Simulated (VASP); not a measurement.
# GaN (F-43m) in VASP: dielectric tensor with PBE

Aim: the dielectric tensor of GaN with PBE.

All numbers are computed with VASP 6.6.1; they aren't measurements. Logs are shortened: lines on timing, memory, paths and dates and some standing lists are left out, and cuts for length are marked.

## 1. The cell of the first run

The structure is cubic, space group F-43m (No. 216). The conventional cell has a = 4.507 Å, b = 4.507 Å, c = 4.507 Å, α = 90.00°, β = 90.00°, γ = 90.00°. Ga (site symmetry -43m) has 4 N at 1.95 Å within 2.6 Å. N (site symmetry -43m) has 4 Ga at 1.95 Å within 2.6 Å.

## 2. Dielectric tensor, PBE

The input, INCAR:

```
PREC     = Accurate       # precision mode
ENCUT    = 520            # plane-wave cutoff, eV
EDIFF    = 1E-8           # SCF threshold, eV
ISMEAR   = 0              # smearing method
SIGMA    = 0.01           # smearing width, eV
LREAL    = F              # projectors in reciprocal space
LASPH    = T              # aspherical terms in the spheres
NELM     = 100            # most SCF steps
ALGO     = Normal         # electronic algorithm
ISIF     = 2              # what is computed and relaxed
LWAVE    = F              # write WAVECAR
LCHARG   = F              # write CHGCAR
GGA      = PE             # functional
LEPSILON = T              # dielectric tensor by DFPT
```

The input, KPOINTS:

```
regular mesh
0
Gamma
  8 8 8
```

The input, POSCAR:

```
GaN
1.0
    0.0000000000      2.2535010000      2.2535010000
    2.2535010000      0.0000000000      2.2535010000
    2.2535010000      2.2535010000      0.0000000000
Ga N
1 1
Direct
    0.0000000000      0.0000000000      0.0000000000
    0.7500000000      0.7500000000      0.7500000000
```

Potentials or basis: VASP PAW PBE potentials, release 64 (Ga_d, N).

The run is started by

```sh
$ cat potpaw_PBE.64/Ga_d/POTCAR potpaw_PBE.64/N/POTCAR > POTCAR
$ mpirun -np 1 vasp_std > vasp.out
```

OUTCAR:

```text
PREC = Accurate
   ENCUT = 520
   EDIFF = 1E-8
   ISMEAR = 0
   LREAL = F
   LASPH = T
   NELM = 100
   ISIF = 2
   GGA = PE
   LEPSILON = T

 ion  position               nearest neighbor table
   1  0.000  0.000  0.000-   2 1.95   2 1.95   2 1.95   2 1.95
   2  0.750  0.750  0.750-   1 1.95   1 1.95   1 1.95   1 1.95

  LATTYP: Found a face centered cubic cell.
 ALAT       =     4.5070020000

  Lattice vectors:

 A1 = (   0.0000000000,   2.2535010000,   2.2535010000)
 A2 = (   2.2535010000,   0.0000000000,   2.2535010000)
 A3 = (   2.2535010000,   2.2535010000,   0.0000000000)

Analysis of symmetry for initial positions (statically):
=====================================================================
 Subroutine PRICEL returns:
 Original cell was already a primitive cell.

 Routine SETGRP: Setting up the symmetry group for a
 face centered cubic supercell.

 Subroutine GETGRP returns: Found 24 space group operations
 (whereof 24 operations were pure point group operations)
 out of a pool of 48 trial point group operations.

The static configuration has the point symmetry T_d .

Analysis of symmetry for dynamics (positions and initial velocities):
=====================================================================
 Subroutine PRICEL returns:
 Original cell was already a primitive cell.

 Routine SETGRP: Setting up the symmetry group for a
 face centered cubic supercell.

 Subroutine GETGRP returns: Found 24 space group operations
 (whereof 24 operations were pure point group operations)
 out of a pool of 48 trial point group operations.

The dynamic configuration has the point symmetry T_d .

 Subroutine INISYM returns: Found 24 space group operations
 (whereof 24 operations are pure point group operations),
 and found     1 'primitive' translations

----------------------------------------------------------------------------------------

                                     Primitive cell

  volume of cell :      22.8878

  direct lattice vectors                    reciprocal lattice vectors
     0.000000000  2.253501000  2.253501000    -0.221876982  0.221876982  0.221876982
     2.253501000  0.000000000  2.253501000     0.221876982 -0.221876982  0.221876982
     2.253501000  2.253501000  0.000000000     0.221876982  0.221876982 -0.221876982

  length of vectors
     3.186931677  3.186931677  3.186931677     0.384302205  0.384302205  0.384302205

  position of ions in fractional coordinates (direct lattice)
     0.000000000  0.000000000  0.000000000
     0.750000000  0.750000000  0.750000000

  ion indices of the primitive-cell ions
   primitive index   ion index
                 1           1
                 2           2

----------------------------------------------------------------------------------------

 KPOINTS: regular mesh

Automatic generation of k-mesh.
 Grid dimensions read from file:
 generate k-points for:    8    8    8

 Generating k-lattice:

  Cartesian coordinates                     Fractional coordinates (reciprocal lattice)
    -0.027734623  0.027734623  0.027734623     0.125000000  0.000000000  0.000000000
     0.027734623 -0.027734623  0.027734623     0.000000000  0.125000000  0.000000000
     0.027734623  0.027734623 -0.027734623     0.000000000  0.000000000  0.125000000

  Length of vectors
     0.048037776  0.048037776  0.048037776

  Shift w.r.t. Gamma in fractional coordinates (k-lattice)
     0.000000000  0.000000000  0.000000000

 Subroutine IBZKPT returns following result:
 ===========================================

 Found     29 irreducible k-points:

 Following reciprocal coordinates:
            Coordinates               Weight
  0.000000  0.000000  0.000000      1.000000
  0.125000  0.000000  0.000000      8.000000
  0.250000  0.000000  0.000000      8.000000
  0.375000  0.000000  0.000000      8.000000
  0.500000  0.000000  0.000000      4.000000
  0.125000  0.125000  0.000000      6.000000
[... 16 lines left out ...]
  0.500000  0.250000  0.125000     48.000000
 -0.375000  0.250000  0.125000     24.000000
 [... further k-points ...]
   k-points           NKPTS =     29   k-points in BZ     NKDIM =     29   number of bands    NBANDS=     13
   number of dos      NEDOS =    301   number of ions     NIONS =      2
   total plane-waves  NPLWV =  13824
   dimension x,y,z NGX =    24 NGY =   24 NGZ =   24
   dimension x,y,z NGXF=    48 NGYF=   48 NGZF=   48
[... 18 lines left out ...]
   NFREE  =      0    steps in history (QN), initial steepest desc. (CG)
   ISIF   =      2    stress and relaxation
   ISYM   =      2    0-nonsym 1-usesym 2-fastsym
   POTIM  = 0.5000    time-step for ionic-motion
   TEBEG  =    0.0;   TEEND  =   0.0 temperature during run
   PSTRESS=    0.0 pullay stress
   NELECT =      18.0000    total number of electrons
   NUPDOWN=      -1.0000    fix difference up-down
   EMIN   =  10.00;   EMAX   =-10.00  energy-range for DOS
   EFERMI =   0.00;   METHOD = LEGACY
   ISMEAR =     0;   SIGMA  =   0.01  broadening in eV -4-tet -1-fermi 0-gaus
   EFERMI_NEDOS =   21; number of points for ismear=-14 and -15
   IALGO  =     38    algorithm
   IMIX   =      4    mixing-type and parameters
     AMIX     =   0.40;   BMIX     =  1.00
     AMIX_MAG =   1.60;   BMIX_MAG =  1.00
  volume/ion in A,a.u.               =      11.44        77.23
  Fermi-wavevector in a.u.,A,eV,Ry     =   1.511116  2.855596 31.068532  2.283473
  Thomas-Fermi vector in A             =   2.621216
   LORBIT       =      0    0 simple, 1 ext, 2 COOP (PROOUT), +10 PAW based schemes
   GGA     = PE    functional components
   LHFCALC =     F    Hartree Fock is set to
   AEXX    =    0.0000 exact exchange contribution
   IVDW    =     0    specifies the selected vdW correction
   LEPSILON=     T    determine dielectric tensor
   LRPA    =     F    only Hartree local field effects (RPA)
 non-spin polarized calculation
 Gauss-broadening in eV      SIGMA  =   0.01
  energy-cutoff  :      520.00
  volume of cell :       22.89
 maximum number of plane-waves:       636
   NGX = 11   NGY = 11   NGZ = 11

--------------------------------------- Ionic step        1  -------------------------------------------

 number of electron      18.0000004 magnetization

 E-fermi :   5.4059     XC(G=0): -11.6667

 val. band max:        5.2817085043   @ k =   0.0000   0.0000   0.0000
 cond. band min:       7.0059738023   @ k =   0.0000   0.0000   0.0000
 fundamental gap:      1.7242652980
 Fermi energy:         5.4059157462

 k-point     1 :       0.0000    0.0000    0.0000
  band No.  band energies     occupation
      1     -10.6519      2.00000
      2      -8.1602      2.00000
      3      -8.1602      2.00000
      4      -8.1602      2.00000
      5      -7.8406      2.00000
      6      -7.8406      2.00000
      7       5.2817      2.00000
      8       5.2817      2.00000
      9       5.2817      2.00000
     10       7.0060      0.00000
     11      15.5835      0.00000
     12      15.5835      0.00000
     13      15.5835      0.00000
[... 354 lines left out ...]
  band No.  band energies     occupation
      1      -9.6452      2.00000
      2      -8.0560      2.00000
      3      -7.9941      2.00000
      4      -7.8604      2.00000
      5      -7.8076      2.00000
      6      -6.2854      2.00000
      7      -1.1305      2.00000
      8       2.2805      2.00000
      9       3.5149      2.00000
     10      11.9089      0.00000
     11      12.2985      0.00000
     12      15.3695      0.00000
     13      16.9879      0.00000

 [... further k-points ...]

  FORCE on cell =-STRESS in cart. coord.  units (eV):
  Direction    XX          YY          ZZ          XY          YZ          ZX
  --------------------------------------------------------------------------------------
  -------------------------------------------------------------------------------------
  Total        0.7224920      0.7224920      0.7224920      0.0000000      0.0000000     -0.0000000
  in kB       50.5755241     50.5755241     50.5755241      0.0000000      0.0000000     -0.0000000
  external PRESSURE =      50.5755241 kB  Pullay stress =       0.0000000 kB

 VOLUME and BASIS-vectors are now :
 -----------------------------------------------------------------------------
  energy-cutoff  :      520.00
  volume of cell :       22.89
      direct lattice vectors                 reciprocal lattice vectors
     0.000000000  2.253501000  2.253501000    -0.221876982  0.221876982  0.221876982
     2.253501000  0.000000000  2.253501000     0.221876982 -0.221876982  0.221876982
     2.253501000  2.253501000  0.000000000     0.221876982  0.221876982 -0.221876982

 POSITION                                       TOTAL-FORCE (eV/Angst)
 -----------------------------------------------------------------------------------
      0.00000      0.00000      0.00000        -0.000000     -0.000000     -0.000000
      3.38025      3.38025      3.38025         0.000000      0.000000      0.000000
 -----------------------------------------------------------------------------------
    total drift:                               -0.000002     -0.000002     -0.000001

  FREE ENERGIE OF THE ION-ELECTRON SYSTEM (eV)
  ---------------------------------------------------
  free  energy   TOTEN  =       -12.1427528426 eV

  energy  without entropy=      -12.1427528426  energy(sigma->0) =      -12.14275284

 HEAD OF MICROSCOPIC STATIC DIELECTRIC TENSOR (INDEPENDENT PARTICLE, excluding Hartree and local field effects)
 ------------------------------------------------------
           6.323141     0.000000     0.000000
           0.000000     6.323141     0.000000
           0.000000     0.000000     6.323141
 ------------------------------------------------------

 Free energy of the ion-electron system (eV)
  ---------------------------------------------------
  ---------------------------------------------------
  free energy    TOTEN  =        -0.35454338 eV

  energy without entropy =       -0.35454338

------------------------ aborting loop because EDIFF is reached ----------------------------------------

--------------------------------------- Ionic step        2  -------------------------------------------

------------------------ aborting loop because EDIFF is reached ----------------------------------------

--------------------------------------- Ionic step        3  -------------------------------------------

 Free energy of the ion-electron system (eV)
  ---------------------------------------------------
  ---------------------------------------------------
  free energy    TOTEN  =        -0.35454346 eV

  energy without entropy =       -0.35454346

------------------------ aborting loop because EDIFF is reached ----------------------------------------

 PIEZOELECTRIC TENSOR FIELD DIRECTION 3  (e Angst)
 -----------------------------------------------------------------------------
    -0.00056  1.47138  0.00000           ( -0.00000  0.10074  0.00000)
     1.47138 -0.00056  0.00000           (  0.10074 -0.00000  0.00000)
     0.00000  0.00000  0.00016           (  0.00000  0.00000 -0.00000)

 PIEZOELECTRIC TENSOR FIELD DIRECTION 3  (C/m^2)
 -----------------------------------------------------------------------------
    -0.00039  1.02999  0.00000
     1.02999 -0.00039  0.00000
     0.00000  0.00000  0.00011

 MACROSCOPIC STATIC DIELECTRIC TENSOR (including local field effects in DFT)
 ------------------------------------------------------
           6.193008     0.000000    -0.000000
          -0.000000     6.193008     0.000000
          -0.000000    -0.000000     6.193008
 ------------------------------------------------------

 PIEZOELECTRIC TENSOR (including local field effects)  for field in x, y, z        (e  Angst)
          XX          YY          ZZ          XY          YZ          ZX
  --------------------------------------------------------------------------------
  x     0.00000    -0.00000    -0.00000    -0.00000     1.47271    -0.00000
  y     0.00000    -0.00000     0.00000     0.00000    -0.00000     1.47271
  z     0.00000     0.00000     0.00000     1.47271     0.00000    -0.00000

 PIEZOELECTRIC TENSOR (including local field effects)  for field in x, y, z        (C/m^2)
          XX          YY          ZZ          XY          YZ          ZX
  --------------------------------------------------------------------------------
  x     0.00000    -0.00000    -0.00000    -0.00000     1.03092    -0.00000
  y     0.00000    -0.00000     0.00000     0.00000    -0.00000     1.03092
  z     0.00000     0.00000     0.00000     1.03092     0.00000    -0.00000

 BORN EFFECTIVE CHARGES (including local field effects) (in |e|, cummulative output)
 ---------------------------------------------------------------------------------
 ion    1
    1     2.67521     0.00000     0.00000
    2     0.00000     2.67521     0.00000
    3    -0.00000     0.00000     2.67521
 ion    2
    1    -2.67521     0.00000     0.00000
    2    -0.00000    -2.67521    -0.00000
    3     0.00000    -0.00000    -2.67521
```

Run time: 3.7 min. Hardware: 1 thread of AMD EPYC 7R43 (Zen 3), shared host; peak memory 0.16 GiB.

Results:

- Band gap on the k mesh: 1.72 eV, direct
- Electronic dielectric tensor (diagonal): 6.19
- Born charges (mean of the diagonal): Ga +2.68; N -2.68 e

Levels at points of the mesh, in eV from the valence-band top:
```csv
k point,band 7,band 8,band 9,band 10,band 11,band 12
"(0.00, 0.00, 0.00)",0.00,0.00,0.00,1.72,10.30,10.30
"(0.50, 0.00, 0.00)",-7.04,-0.97,-0.97,4.64,8.73,10.37
"(0.50, 0.50, 0.00)",-6.12,-2.70,-2.70,3.35,6.66,11.71
```

Electronic dielectric tensor:
```
6.19 0.00 0.00
0.00 6.19 0.00
0.00 0.00 6.19
```

Born effective charge tensors (e):
atom 1, Ga
```
2.68 0.00 0.00
0.00 2.68 0.00
0.00 0.00 2.68
```
atom 2, N
```
-2.68  0.00  0.00
 0.00 -2.68  0.00
 0.00  0.00 -2.68
```

As with any semilocal functional, this PBE gap is likely too small.
